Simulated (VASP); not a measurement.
# Si5W2 in VASP: further runs

The runs below take Si5W2 through single point, with PBE.

Everything below comes from runs of VASP 6.6.1. Logs are shortened: lines on timing, memory, paths and dates and some standing lists are left out, and cuts for length are marked.

## 1. The cell of the first run

The cell holds a slab with vacuum, 7 atoms: a = 3.229 Å, b = 3.229 Å, c = 21.937 Å, α = 90.00°, β = 90.00°, γ = 90.00°.

## 2. Single point, PBE

The input, INCAR:

```
SYSTEM = Si5W2
PREC = Accurate
ENCUT = 520
EDIFF = 1E-7
ISMEAR = 0
SIGMA = 0.1
LREAL = .FALSE.
LASPH = .TRUE.
NELM = 80
ALGO = Normal
ISIF = 2
LWAVE = .FALSE.
LCHARG = .TRUE.
LDIPOL = .TRUE.
IDIPOL = 3
DIPOL = 0.5 0.5 0.363
GGA = PE
LELF = .TRUE.
LVHAR = .TRUE.
LVACPOTAV = .TRUE.
NBANDS = 33
```

The input, KPOINTS:

```
Automatic mesh
0
G
  8 8 1
  0 0 0
```

The input, POSCAR:

```
Si5W2
1.0
    3.2292919635      0.0000000000      0.0000000000
    0.0000000000      3.2292919635      0.0000000000
    0.0000000000      0.0000000000     21.9372962601
Si W
5 2
Direct
    0.0000000000      0.0000000000      0.1823378758
    0.0000000000      0.0000000000      0.3009901014
    0.5000000000      0.5000000000      0.3590107496
    0.5000000000      0.5000000000      0.4757786072
    0.5000000000      0.8750000000      0.5651518857
    0.5000000000      0.5000000000      0.2416639886
    0.0000000000      0.0000000000      0.4178382285
```

Potentials or basis: VASP PAW PBE potentials, release 64 (Si, W_sv).

Launch:

```sh
cat potpaw_PBE.64/Si/POTCAR potpaw_PBE.64/W_sv/POTCAR > POTCAR
mpirun -np 1 vasp_std > vasp.out
```

OUTCAR:

```text
SYSTEM = Si5W2
   PREC = Accurate
   ENCUT = 520
   EDIFF = 1E-7
   ISMEAR = 0
   LREAL = .FALSE.
   LASPH = .TRUE.
   NELM = 80
   ISIF = 2
   GGA = PE

 ion  position               nearest neighbor table
   1  0.000  0.000  0.182-   2 2.60   6 2.63   6 2.63   6 2.63   6 2.63
   2  0.000  0.000  0.301-   7 2.56   1 2.60   3 2.61   3 2.61   3 2.61   3 2.61   6 2.63   6 2.63
                             6 2.63   6 2.63
   3  0.500  0.500  0.359-   4 2.56   6 2.57   2 2.61   2 2.61   2 2.61   2 2.61   7 2.62   7 2.62
                             7 2.62   7 2.62
   4  0.500  0.500  0.476-   5 2.30   3 2.56   7 2.61   7 2.61   7 2.61   7 2.61   5 2.81
   5  0.500  0.875  0.565-   4 2.30   4 2.81
   6  0.500  0.500  0.242-   3 2.57   2 2.63   2 2.63   2 2.63   2 2.63   1 2.63   1 2.63   1 2.63
                             1 2.63
   7  0.000  0.000  0.418-   2 2.56   4 2.61   4 2.61   4 2.61   4 2.61   3 2.62   3 2.62   3 2.62
                             3 2.62

  LATTYP: Found a simple tetragonal cell.
 ALAT       =     3.2292919635
 C/A-ratio  =     6.7932217056

  Lattice vectors:

 A1 = (   3.2292919635,   0.0000000000,   0.0000000000)
 A2 = (   0.0000000000,   3.2292919635,   0.0000000000)
 A3 = (   0.0000000000,   0.0000000000,  21.9372962601)

Analysis of symmetry for initial positions (statically):
=====================================================================
 Subroutine PRICEL returns:
 Original cell was already a primitive cell.

 Routine SETGRP: Setting up the symmetry group for a
 simple tetragonal supercell.

 Subroutine GETGRP returns: Found  2 space group operations
 (whereof  2 operations were pure point group operations)
 out of a pool of 16 trial point group operations.

The static configuration has the point symmetry C_1h.

Analysis of symmetry for dynamics (positions and initial velocities):
=====================================================================
 Subroutine PRICEL returns:
 Original cell was already a primitive cell.

 Routine SETGRP: Setting up the symmetry group for a
 simple tetragonal supercell.

 Subroutine GETGRP returns: Found  2 space group operations
 (whereof  2 operations were pure point group operations)
 out of a pool of 16 trial point group operations.

The dynamic configuration has the point symmetry C_1h.

 Subroutine INISYM returns: Found  2 space group operations
 (whereof  2 operations are pure point group operations),
 and found     1 'primitive' translations

----------------------------------------------------------------------------------------

                                     Primitive cell

  volume of cell :     228.7693

  direct lattice vectors                    reciprocal lattice vectors
     3.229291964  0.000000000  0.000000000     0.309665404  0.000000000  0.000000000
     0.000000000  3.229291964  0.000000000     0.000000000  0.309665404  0.000000000
     0.000000000  0.000000000 21.937296260     0.000000000  0.000000000  0.045584469

  length of vectors
     3.229291964  3.229291964 21.937296260     0.309665404  0.309665404  0.045584469

  position of ions in fractional coordinates (direct lattice)
     0.000000000  0.000000000  0.182337876
     0.000000000  0.000000000  0.300990101
     0.500000000  0.500000000  0.359010750
     0.500000000  0.500000000  0.475778607
     0.500000000  0.875000000  0.565151886
     0.500000000  0.500000000  0.241663989
     0.000000000  0.000000000  0.417838229

  ion indices of the primitive-cell ions
   primitive index   ion index
                 1           1
                 2           2
                 3           3
                 4           4
                 5           5
                 6           6
                 7           7

----------------------------------------------------------------------------------------

 KPOINTS: Automatic mesh

Automatic generation of k-mesh.
 Grid dimensions read from file:
 generate k-points for:    8    8    1

 Generating k-lattice:

  Cartesian coordinates                     Fractional coordinates (reciprocal lattice)
     0.038708175  0.000000000  0.000000000     0.125000000  0.000000000  0.000000000
     0.000000000  0.038708175  0.000000000     0.000000000  0.125000000  0.000000000
     0.000000000  0.000000000  0.045584469     0.000000000  0.000000000  1.000000000

  Length of vectors
     0.038708175  0.038708175  0.045584469

  Shift w.r.t. Gamma in fractional coordinates (k-lattice)
     0.000000000  0.000000000  0.000000000

 Subroutine IBZKPT returns following result:
 ===========================================

 Found     25 irreducible k-points:

 Following reciprocal coordinates:
            Coordinates               Weight
  0.000000  0.000000  0.000000      1.000000
  0.125000  0.000000  0.000000      2.000000
  0.000000  0.125000  0.000000      2.000000
  0.250000  0.000000  0.000000      2.000000
  0.000000  0.250000  0.000000      2.000000
  0.375000  0.000000  0.000000      2.000000
[... 16 lines left out ...]
  0.500000  0.375000  0.000000      2.000000
 -0.375000  0.500000  0.000000      2.000000
   k-points           NKPTS =     25   k-points in BZ     NKDIM =     25   number of bands    NBANDS=     33
   number of dos      NEDOS =    301   number of ions     NIONS =      7
   total plane-waves  NPLWV =  96768
   dimension x,y,z NGX =    24 NGY =   24 NGZ =  168
   dimension x,y,z NGXF=    48 NGYF=   48 NGZF=  336
   ions per type =               5   2
   NGX,Y,Z   is equivalent  to a cutoff of  12.36, 12.36, 12.73 a.u.
   NGXF,Y,Z  is equivalent  to a cutoff of  24.71, 24.71, 25.46 a.u.
 SYSTEM =  Si5W2
   PREC   = accura    normal or accurate (medium, high low for compatibility)
   ISTART =      0    job   : 0-new  1-cont  2-samecut
   ICHARG =      2    charge: 1-file 2-atom 10-const
   ISPIN  =      1    spin polarized calculation?
   LNONCOLLINEAR =      F non collinear calculations
   LSORBIT =      F    spin-orbit coupling
   LASPH  =      T    aspherical Exc in radial PAW
   ENCUT  =  520.0 eV  38.22 Ry    6.18 a.u.   6.00  6.00 40.79*2*pi/ulx,y,z
   NELM   =     80;   NELMIN=  2; NELMDL= -5     # of ELM steps
   EDIFF  = 0.1E-06   stopping-criterion for ELM
   LREAL  =      F    real-space projection
   EDIFFG = 0.1E-05   stopping-criterion for IOM
   NSW    =      0    number of steps for IOM
   IBRION =     -1    ionic relax: 0-MD 1-quasi-New 2-CG
   NFREE  =      0    steps in history (QN), initial steepest desc. (CG)
   ISIF   =      2    stress and relaxation
   ISYM   =      2    0-nonsym 1-usesym 2-fastsym
   POTIM  = 0.5000    time-step for ionic-motion
   TEBEG  =    0.0;   TEEND  =   0.0 temperature during run
   PSTRESS=    0.0 pullay stress
   NELECT =      48.0000    total number of electrons
   NUPDOWN=      -1.0000    fix difference up-down
   EMIN   =  10.00;   EMAX   =-10.00  energy-range for DOS
   EFERMI =   0.00;   METHOD = LEGACY
   ISMEAR =     0;   SIGMA  =   0.10  broadening in eV -4-tet -1-fermi 0-gaus
   EFERMI_NEDOS =   21; number of points for ismear=-14 and -15
   IALGO  =     38    algorithm
   IMIX   =      4    mixing-type and parameters
     AMIX     =   0.40;   BMIX     =  1.00
     AMIX_MAG =   1.60;   BMIX_MAG =  1.00
  volume/ion in A,a.u.               =      32.68       220.54
  Fermi-wavevector in a.u.,A,eV,Ry     =   0.972798  1.838322 12.875682  0.946336
  Thomas-Fermi vector in A             =   2.103126
   LORBIT       =      0    0 simple, 1 ext, 2 COOP (PROOUT), +10 PAW based schemes
   GGA     = PE    functional components
   LHFCALC =     F    Hartree Fock is set to
   AEXX    =    0.0000 exact exchange contribution
   IVDW    =     0    specifies the selected vdW correction
   LEPSILON=     F    determine dielectric tensor
   LRPA    =     F    only Hartree local field effects (RPA)
 non-spin polarized calculation
 Gauss-broadening in eV      SIGMA  =   0.10
  energy-cutoff  :      520.00
  volume of cell :      228.77
 maximum number of plane-waves:      6214
   NGX = 13   NGY = 13   NGZ = 81

 dipolmoment           0.000000      0.000000     -0.000959 electrons x Angstroem

 number of electron      47.9999998 magnetization

 dipolmoment           0.000000      0.000000      0.006034 electrons x Angstroem

 Free energy of the ion-electron system (eV)
  ---------------------------------------------------
  ext. energy  EPLUGINS =         0.00000000
  ---------------------------------------------------
  free energy    TOTEN  =       -51.29858806 eV

  energy without entropy =      -51.27864615  energy(sigma->0) =      -51.28861711

 E-fermi :   2.1566     XC(G=0):  -6.2711

 val. band max:        2.1532476686   @ k =  -0.1250   0.5000   0.0000
 cond. band min:       2.2200299130   @ k =   0.3750   0.0000   0.0000
 fundamental gap:      0.0667822444
 Fermi energy:         2.1566003978

 k-point     1 :       0.0000    0.0000    0.0000
  band No.  band energies     occupation
      1     -71.5627      2.00000
      2     -71.5350      2.00000
      3     -35.8215      2.00000
      4     -35.7946      2.00000
      5     -35.7862      2.00000
      6     -35.7725      2.00000
[... 25 lines left out ...]
     32       6.1151      0.00000
     33       6.1974      0.00000

 k-point     2 :       0.1250    0.0000    0.0000
  band No.  band energies     occupation
      1     -71.5617      2.00000
      2     -71.5340      2.00000
      3     -35.8184      2.00000
      4     -35.8030      2.00000
      5     -35.7912      2.00000
      6     -35.7831      2.00000
[... 25 lines left out ...]
     32       6.1060      0.00000
     33       6.5850      0.00000
[... 754 lines left out ...]
     32       5.5710      0.00000
     33       5.6248      0.00000

 k-point    24 :      -0.3750    0.5000    0.0000
  band No.  band energies     occupation
      1     -71.5499      2.00000
      2     -71.5223      2.00000
      3     -35.9900      2.00000
      4     -35.9246      2.00000
      5     -35.9196      2.00000
      6     -35.8902      2.00000
[... 25 lines left out ...]
     32       5.5487      0.00000
     33       5.8571      0.00000

 [... further k-points ...]

------------------------ aborting loop because EDIFF is reached ----------------------------------------

  FORCE on cell =-STRESS in cart. coord.  units (eV):
  Direction    XX          YY          ZZ          XY          YZ          ZX
  --------------------------------------------------------------------------------------
  -------------------------------------------------------------------------------------
  Total       -2.8750228     -2.0119299      0.1667243      0.0000000      0.8794255      0.0000000
  in kB      -20.1351170    -14.0904775      1.1676479      0.0000000      6.1590244      0.0000000
  external PRESSURE =     -11.0193155 kB  Pullay stress =       0.0000000 kB

 VOLUME and BASIS-vectors are now :
 -----------------------------------------------------------------------------
  energy-cutoff  :      520.00
  volume of cell :      228.77
      direct lattice vectors                 reciprocal lattice vectors
     3.229291964  0.000000000  0.000000000     0.309665404  0.000000000  0.000000000
     0.000000000  3.229291964  0.000000000     0.000000000  0.309665404  0.000000000
     0.000000000  0.000000000 21.937296260     0.000000000  0.000000000  0.045584469

 POSITION                                       TOTAL-FORCE (eV/Angst)
 -----------------------------------------------------------------------------------
      0.00000      0.00000      4.00000         0.000000     -0.008056      0.321520
      0.00000      0.00000      6.60291         0.000000      0.023256     -0.394906
      1.61465      1.61465      7.87573         0.000000     -0.058589     -0.257514
      1.61465      1.61465     10.43730         0.000000     -0.639417      0.173555
      1.61465      2.82563     12.39790         0.000000      0.537093     -0.005545
      1.61465      1.61465      5.30145         0.000000      0.026167     -0.080766
      0.00000      0.00000      9.16624         0.000000      0.119545      0.243656
 -----------------------------------------------------------------------------------
    total drift:                                0.000000     -0.000037     -0.000265

  FREE ENERGIE OF THE ION-ELECTRON SYSTEM (eV)
  ---------------------------------------------------
  free  energy   TOTEN  =       -51.2985880557 eV

  energy  without entropy=      -51.2786461546  energy(sigma->0) =      -51.28861711

 vacuum level on the upper side and lower side of the slab         6.845         6.740
```

Run time: 3.6 min. Hardware: 1 thread of Intel Xeon Platinum 8488C (Sapphire Rapids), shared host; peak memory 0.38 GiB.

What came out:

| Item | Value |
| --- | --- |
| Free energy | -51.2986 eV |
| Largest force | 0.663 eV/Å |
| Band gap on the k mesh | zero (band 24 reaches 2.96 eV, above the bottom of band 25 at 2.02 eV) |

Forces in eV/Å, atoms in the order of the input:
```
Si   0.000 -0.008  0.322
Si   0.000  0.023 -0.395
Si   0.000 -0.059 -0.258
Si   0.000 -0.639  0.174
Si   0.000  0.537 -0.006
W    0.000  0.026 -0.081
W    0.000  0.120  0.244
```

Caveat: spin-orbit coupling is left out, which moves the levels of the heavy elements.

## 3. Single point, PBE

The input, INCAR:

```
SYSTEM = Si5W2
  ALGO = Normal
  DIPOL = 0.5 0.5 0.362
  EDIFF = 1E-7
  ENCUT = 520
  GGA = PE
  IDIPOL = 3
  ISIF = 2
  ISMEAR = 0
  LASPH = .True.
  LCHARG = .True.
  LDIPOL = .True.
  LELF = .True.
  LREAL = .False.
  LVACPOTAV = .True.
  LVHAR = .True.
  LWAVE = .False.
  NBANDS = 33
  NELM = 100
  PREC = Accurate
  SIGMA = 0.1
```

The input, KPOINTS:

```
k-points
0
Gamma
  8 8 1
  0 0 0
```

Edit POSCAR of step 2 so:

```diff
@@ -12,3 +12,3 @@
     0.5000000000      0.5000000000      0.4757786072
-    0.5000000000      0.8750000000      0.5651518857
+    0.6250000000      1.0000000000      0.5534516437
     0.5000000000      0.5000000000      0.2416639886
```

Potentials or basis: VASP PAW PBE potentials, release 64 (Si, W_sv).

Launch:

```sh
cat potpaw_PBE.64/Si/POTCAR potpaw_PBE.64/W_sv/POTCAR > POTCAR
mpirun -np 1 vasp_std > vasp.out
```

Run time: 3.6 min. Hardware: 1 thread of Intel Xeon Platinum 8488C (Sapphire Rapids), shared host; peak memory 0.37 GiB.

It converged, with:

- Free energy: -51.5160 eV
- Largest force: 0.647 eV/Å
- Band gap on the k mesh: zero (band 24 reaches 2.87 eV, above the bottom of band 25 at 2.08 eV)

Forces in eV/Å, atoms in the order of the input:
```
Si  -0.015  0.000  0.322
Si   0.007  0.000 -0.498
Si  -0.020  0.000 -0.297
Si  -0.152  0.000 -0.137
Si   0.137  0.000  0.000
W    0.036  0.000 -0.037
W    0.008  0.000  0.647
```

Levels at points of the mesh, in eV from the Fermi level:
| k point | band 21 | band 22 | band 23 | band 24 | band 25 | band 26 | band 27 | band 28 |
| --- | --- | --- | --- | --- | --- | --- | --- | --- |
| (0.00, 0.00, 0.00) | -0.75 | 0.06 | 0.41 | 0.71 | 0.77 | 0.99 | 1.08 | 2.14 |
| (0.50, 0.00, 0.00) | -1.88 | -0.90 | -0.21 | -0.20 | -0.07 | 0.38 | 2.15 | 2.77 |
| (0.00, 0.50, 0.00) | -2.05 | -1.88 | -0.25 | -0.20 | -0.06 | 2.11 | 2.58 | 2.92 |
| (0.50, 0.50, 0.00) | -2.23 | -1.95 | -1.87 | -1.42 | 0.06 | 1.32 | 1.77 | 2.39 |

Caveat: spin-orbit coupling is left out, which moves the levels of the heavy elements.

(Continued in part 2 of 2.)
